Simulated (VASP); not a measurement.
# H6C3O in VASP: a series of runs, part 2 of 2

VASP 6.6.1. Earlier steps stand in the parts before.

### 4 Single point, PBE+D3(BJ)

Input file INCAR:

```
SYSTEM = H6C3O
PREC = Accurate ; ENCUT = 520
EDIFF = 1E-7 ; ISMEAR = -1
SIGMA = 0.02 ; LREAL = Auto
LASPH = .TRUE. ; NELM = 80
ALGO = Normal ; ISIF = 2
LWAVE = .FALSE. ; LCHARG = .TRUE.
GGA = PE ; IVDW = 12
LELF = .TRUE. ; LVHAR = .TRUE.
NBANDS = 57
```

Input file KPOINTS:

```
regular mesh
0
G
  1 1 1
  0 0 0
```

Input file POSCAR:

```
H6C3O
1.0
    7.5419870000      0.0000000000      0.0000000000
    0.0000000000      7.5419870000      0.0000000000
    0.0000000000      0.0000000000      7.5419870000
O C H
3 9 18
Direct
   -0.0287589995      0.9320620680      0.7311203268
    0.2288786761      0.4218914724      0.2385313048
    0.7441672864      0.6667341113      1.2098005473
   -0.0246088995      0.8041779971      0.6411572971
    0.2972956596      0.2729652013      0.2205386989
    0.7174104119      0.6559942360      1.0515796434
    0.6498552702      0.2269826241      0.5057420544
    0.6793567796      0.1710159405      0.3378685219
    0.4330291208      0.7112051506      0.7084472567
    0.4440076601      0.7000277248      0.5321409332
    0.1110184889      0.3628884537      0.8125710108
    0.1714402319      0.3381337040      0.6447239965
   -0.0552109146      0.7976412582      0.4953734341
   -0.0085388638      0.6624779385      0.6919661888
    0.3327372482      0.2127556041      0.3474548551
    0.3415943305      0.2055161326      0.0953992628
    0.7569490640      0.7604229495      0.9547351381
    0.6374845250      0.5487148148      0.9904021314
    0.6879751980      0.3542965534      0.5566702780
    0.5767047862      0.1529040026      0.6092558897
    0.7520564541      0.2406792799      0.2413952716
    0.6407197467      0.0484752891      0.2950416117
    0.5361982194      0.7865301279      0.7802983484
    0.3284943345      0.6509955533      0.7812264858
    0.5500539844      0.7619610058      0.4592821494
    0.3545219582      0.6137772446      0.4489798245
   -0.0265579880      0.3262800639      0.8527858772
    0.2001859722      0.4379084716      0.9076785733
    0.0900160661      0.3076510209      0.5291178571
    0.3117215662      0.3688948284      0.6012076128
```

Potentials or basis: VASP PAW PBE potentials, release 64 (O, C, H).

Launch:

```console
$ cat potpaw_PBE.64/O/POTCAR potpaw_PBE.64/C/POTCAR potpaw_PBE.64/H/POTCAR > POTCAR
$ mpirun -np 1 vasp_gam > vasp.out
```

OUTCAR:

```text
SYSTEM = H6C3O
   PREC = Accurate
   ENCUT = 520
   EDIFF = 1E-7
   ISMEAR = -1
   LREAL = Auto
   LASPH = .TRUE.
   NELM = 80
   ISIF = 2
   GGA = PE
   IVDW = 12
 IVDW          = 12

 ion  position               nearest neighbor table
   1  0.971  0.932  0.731-   4 1.18
   2  0.229  0.422  0.239-   5 1.24
   3  0.744  0.667  0.210-   6 1.21
   4  0.975  0.804  0.641-  13 1.12  14 1.14   1 1.18
   5  0.297  0.273  0.221-  15 1.09  16 1.12   2 1.24
   6  0.717  0.656  0.052-  18 1.11  17 1.11   3 1.21
   7  0.650  0.227  0.506-  19 1.07  20 1.11   8 1.35
   8  0.679  0.171  0.338-  22 1.02  21 1.05   7 1.35
   9  0.433  0.711  0.708-  24 1.06  23 1.11  10 1.33
  10  0.444  0.700  0.532-  25 1.08  26 1.13   9 1.33
  11  0.111  0.363  0.813-  27 1.12  28 1.13  12 1.36
  12  0.171  0.338  0.645-  29 1.09  30 1.13  11 1.36
  13  0.945  0.798  0.495-   4 1.12
  14  0.991  0.662  0.692-   4 1.14
  15  0.333  0.213  0.347-   5 1.09
  16  0.342  0.206  0.095-   5 1.12
  17  0.757  0.760  0.955-   6 1.11
  18  0.637  0.549  0.990-   6 1.11
[... 10 lines left out ...]
  29  0.090  0.308  0.529-  12 1.09
[... 221 lines left out ...]
 Fermi energy:        -2.6480624920

 k-point     1 :       0.0000    0.0000    0.0000
  band No.  band energies     occupation
      1     -24.2477      2.00000
      2     -24.1362      2.00000
      3     -23.6263      2.00000
      4     -16.2622      2.00000
      5     -16.1715      2.00000
      6     -15.8159      2.00000
[... 40 lines left out ...]
     47       3.7549      0.00000
     48       4.0378      0.00000
 [bands above 48 left out]

------------------------ aborting loop because EDIFF is reached ----------------------------------------

 Edisp (eV)   -1.11959

 E8    (eV) :    -0.2591

  FORCE on cell =-STRESS in cart. coord.  units (eV):
  Direction    XX          YY          ZZ          XY          YZ          ZX
  --------------------------------------------------------------------------------------
  -------------------------------------------------------------------------------------
  Total      -2.17713     3.90246    -2.93441     1.76218    -1.38535     0.99954
  in kB      -8.13087    14.57445   -10.95908     6.58118    -5.17383     3.73295
  external pressure =       -1.51 kB  Pullay stress =        0.00 kB

 VOLUME and BASIS-vectors are now :
 -----------------------------------------------------------------------------
  energy-cutoff  :      520.00
  volume of cell :      429.00
      direct lattice vectors                 reciprocal lattice vectors
     7.541987000  0.000000000  0.000000000     0.132591053  0.000000000  0.000000000
     0.000000000  7.541987000  0.000000000     0.000000000  0.132591053  0.000000000
     0.000000000  0.000000000  7.541987000     0.000000000  0.000000000  0.132591053

 POSITION                                       TOTAL-FORCE (eV/Angst)
 -----------------------------------------------------------------------------------
      7.32509      7.02960      5.51410         0.074575      2.586976      1.719471
      1.72620      3.18190      1.79900         0.372270     -1.227341     -1.353911
      5.61250      5.02850      1.58231         0.196615     -0.045670      0.131163
      7.35639      6.06510      4.83560        -0.642493     -3.700682     -1.966996
      2.24220      2.05870      1.66330        -0.214894      1.794453      1.204159
      5.41070      4.94750      0.38901        -0.405079      0.372926     -0.300469
[... 22 lines left out ...]
      0.67890      2.32030      3.99060        -0.298427     -0.556276      0.323765
      2.35100      2.78220      4.53430        -1.067801     -0.002990      0.774813
 -----------------------------------------------------------------------------------
    total drift:                                0.001529      0.001639     -0.021002

  FREE ENERGIE OF THE ION-ELECTRON SYSTEM (eV)
  ---------------------------------------------------
  free  energy   TOTEN  =      -162.9022088041 eV

  energy  without entropy=     -162.9022088041  energy(sigma->0) =     -162.90220880
```

OSZICAR:

```text
N       E                     dE             d eps       ncg     rms          rms(c)
DAV:   1     0.527098950882E+03    0.52710E+03   -0.33973E+04   114   0.109E+03
DAV:   2    -0.102641889612E+03   -0.62974E+03   -0.60309E+03   147   0.254E+02
DAV:   3    -0.176257626658E+03   -0.73616E+02   -0.73035E+02   148   0.918E+01
DAV:   4    -0.177906694953E+03   -0.16491E+01   -0.16454E+01   148   0.161E+01
DAV:   5    -0.177943314331E+03   -0.36619E-01   -0.36609E-01   148   0.227E+00    0.224E+01
DAV:   6    -0.164626185002E+03    0.13317E+02   -0.22875E+01   132   0.176E+01    0.116E+01
DAV:   7    -0.162192739945E+03    0.24334E+01   -0.53430E+00   148   0.901E+00    0.551E+00
DAV:   8    -0.161825294410E+03    0.36745E+00   -0.68072E-01   140   0.312E+00    0.223E+00
DAV:   9    -0.161777045736E+03    0.48249E-01   -0.15873E-01   148   0.153E+00    0.501E-01
DAV:  10    -0.161778860711E+03   -0.18150E-02   -0.17770E-02   132   0.670E-01    0.238E-01
DAV:  11    -0.161782390724E+03   -0.35300E-02   -0.10275E-02   132   0.443E-01    0.105E-01
DAV:  12    -0.161782625764E+03   -0.23504E-03   -0.15319E-03   132   0.181E-01    0.513E-02
DAV:  13    -0.161782648359E+03   -0.22594E-04   -0.54229E-04   132   0.105E-01    0.319E-02
DAV:  14    -0.161782626420E+03    0.21939E-04   -0.66109E-05   132   0.424E-02    0.154E-02
DAV:  15    -0.161782615772E+03    0.10647E-04   -0.39935E-05   132   0.290E-02    0.655E-03
DAV:  16    -0.161782613984E+03    0.17883E-05   -0.49963E-06   132   0.101E-02    0.376E-03
DAV:  17    -0.161782613809E+03    0.17557E-06   -0.12237E-06   148   0.477E-03    0.121E-03
DAV:  18    -0.161782613808E+03    0.95042E-09   -0.21486E-07   116   0.223E-03
   1 F= -.16290221E+03 E0= -.16290221E+03  d E =-.190268E-10
```

stdout:

```text
POSCAR found type information on POSCAR O C H
 POSCAR found :  3 types and      30 ions
 scaLAPACK will be used
 LDA part: xc-table for (Slater+PW92), standard interpolation
 POSCAR, INCAR and KPOINTS ok, starting setup
 FFT: planning ... GRIDC
 FFT: planning ... GRID_SOFT
 FFT: planning ... GRID
 WAVECAR not read
 entering main loop
```

Run time: 57 s. Hardware: 1 thread of Intel Xeon Platinum 8259CL at 2.50GHz (Skylake/Cascade Lake), shared host; peak memory 0.39 GiB.

What came out:

* Free energy: -162.9022 eV
* Pressure: -0.2 GPa
* Largest force: 4.240 eV/Å
* Band gap on the k mesh: 2.96 eV
* Dispersion energy per atom: -0.037 eV

Forces in eV/Å, atoms in the order of the input:
```
O    0.075  2.587  1.719
O    0.372 -1.227 -1.354
O    0.197 -0.046  0.131
C   -0.642 -3.701 -1.967
C   -0.215  1.794  1.204
C   -0.405  0.373 -0.300
C   -0.267 -0.607 -0.433
C    0.086  1.571  2.667
C    1.050  0.715 -0.635
C   -0.731 -1.005 -0.411
C    0.756  0.476 -0.638
C    0.631  0.602  0.185
H    0.255  0.597 -0.057
H    0.226  0.601  0.265
H    0.048 -1.029  0.074
H   -0.455  0.426 -0.036
H    0.349  0.063  0.182
H    0.007 -0.412  0.073
H    0.454  0.687 -0.190
H    0.184 -0.253 -0.675
H    0.770  1.192 -0.734
H   -0.976 -2.650 -0.644
H   -0.495 -0.076 -0.077
H   -0.587 -0.412  0.571
H    0.419  0.234 -0.201
H    0.386  0.795  0.679
H    0.732  0.340 -0.175
H   -0.855 -1.077 -0.323
H   -0.298 -0.556  0.324
H   -1.068 -0.003  0.775
```

Stress tensor (GPa, compression positive):
```
-0.81  0.66  0.37
 0.66  1.46 -0.52
 0.37 -0.52 -1.10
```

Levels at points of the mesh, in eV from the valence-band top:
```
           k point  band 33  band 34  band 35  band 36  band 37  band 38  band 39  band 40
(0.00, 0.00, 0.00)    -0.76    -0.55    -0.37     0.00     2.96     2.98     3.68     4.39
```

Caveat: the k points lie up to 0.83 Å⁻¹ apart.
